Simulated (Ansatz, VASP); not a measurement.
## Two plane-wave programs on Cu

The input INCAR:

```
AGGAC = 1.0
AGGAX = 1.0
ALDAC = 0.0
ALDAX = 1.0
ALGO = Normal
EDIFF = 1E-7
ENCUT = 520
GGA = B5
ISIF = 2
ISMEAR = -1
LASPH = T
LCHARG = F
LREAL = F
LWAVE = F
NBANDS = 18
NELM = 80
PREC = Accurate
SIGMA = 0.05
```

KPOINTS

```
k-points
0
Gamma
  12 12 7
```

The input POSCAR:

```
Cu
1.0
    2.5340966698      0.0000000000      0.0000000000
   -1.2670483349      2.1945920917      0.0000000000
    0.0000000000      0.0000000000      4.1125710000
Cu
2
Direct
    0.6666666667      0.3333333333      0.7500000000
    0.3333333333      0.6666666667      0.2500000000
```

Contents of input.yaml:

```yaml
crystal:
  lattice:
    - [2.5340966698, 0.0, 0.0]
    - [-1.2670483349, 2.1945920917, 0.0]
    - [0.0, 0.0, 4.112571]
  atoms:
    - { symbol: Cu, position: [0.6666666667, 0.3333333333, 0.75] }
    - { symbol: Cu, position: [0.3333333333, 0.6666666667, 0.25] }
hamiltonian:
  xc: blyp
  pseudopotentials: { kind: paw }
kpoints:
  mp_grid: { grid: [12, 12, 7] }
  band_path:
    path:
      - [[0.0, 0.0, 0.0], [0.5, 0.0, 0.0], [0.3333333333, 0.3333333333, 0.0], [0.0, 0.0, 0.0], [0.0, 0.0, 0.5], [0.5, 0.0, 0.5], [0.3333333333, 0.3333333333, 0.5], [0.0, 0.0, 0.5]]
      - [[0.5, 0.0, 0.5], [0.5, 0.0, 0.0]]
      - [[0.3333333333, 0.3333333333, 0.0], [0.3333333333, 0.3333333333, 0.5]]
    npoints: 14
scf:
  occupations: { method: fermi_dirac, width: 0.05 }
  n_extra_bands: 6
output:
  forces: true
  stress: true
  eigenvalues: true
  fatbands: false
```

Alike in both runs: functional BLYP; k mesh 12 × 12 × 7; occupations fermi-dirac, width 0.05 eV; no spin polarisation.

|  | VASP | Ansatz |
| --- | --- | --- |
| version | VASP 6.6.1 | Ansatz 0.2.0 |
| potentials or method | VASP PAW PBE potentials, release 64 (Cu) | Ansatz PAW |
| plane-wave cutoff (eV) | 520 | 420 |
| valence electrons in the cell | 22 | 38 |
| task | single point | band structure |

|  | VASP | Ansatz | Ansatz less VASP |
| --- | --- | --- | --- |
| gap on the k mesh at the Fermi level (eV) | none | none | - |
| pressure (GPa) | 16.7 | 16.0 | -0.70 |

VASP's potentials were made for PBE, not for BLYP. A gap of «none» marks a metal or a gap that the smearing closes. VASP's potentials hold 22 valence electrons a cell and Ansatz's 38, so a difference there can come from the potentials and not from the codes.
